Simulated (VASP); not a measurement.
A run of VASP 6.6.1 is set up as follows.

Contents of INCAR:

```
SYSTEM = CdTe
PREC     = Accurate       ! precision mode
ENCUT    = 520            ! plane-wave cutoff, eV
EDIFF    = 1E-6           ! SCF threshold, eV
ISMEAR   = -1             ! smearing method
SIGMA    = 0.02           ! smearing width, eV
LREAL    = .False.        ! projectors in reciprocal space
LASPH    = .True.         ! aspherical terms in the spheres
NELM     = 60             ! most SCF steps
ALGO     = Normal         ! electronic algorithm
ISIF     = 2              ! what is computed and relaxed
LWAVE    = .False.        ! write WAVECAR
LCHARG   = .True.         ! write CHGCAR
GGA      = PE             ! functional
LELF     = .True.         ! ELF
LVHAR    = .True.       
NBANDS   = 26             ! bands
```

KPOINTS

```
regular mesh
0
Gamma
  6 4 6
  0 0 0
```

The input POSCAR:

```
CdTe
1.0
   -3.3078829573      3.3078829573      0.0000000000
    0.0000000000      0.0000000000      6.6157659146
    3.3078829573      3.3078829573      0.0000000000
Cd Te
2 2
Direct
    0.0000000000      0.0000000000      0.0000000000
    0.5000000000      0.5000000000      0.5000000000
    0.0000000000      0.2500000000      0.5000000000
    0.5000000000      0.7500000000      0.0000000000
```

Potentials or basis: VASP PAW PBE potentials, release 64 (Cd, Te).

The run is started by

```console
$ cat potpaw_PBE.64/Cd/POTCAR potpaw_PBE.64/Te/POTCAR > POTCAR
$ mpirun -np 1 vasp_std > vasp.out
```

Task: Predict the pressure.

Result: 0.1 GPa.

Task: What does it give for the band gap on the k mesh?

Result: 0.59 eV.

Caveat: spin-orbit coupling is left out, which moves the levels of the heavy elements. Expect the measured gap to be larger: semilocal functionals such as PBE lack the derivative discontinuity.
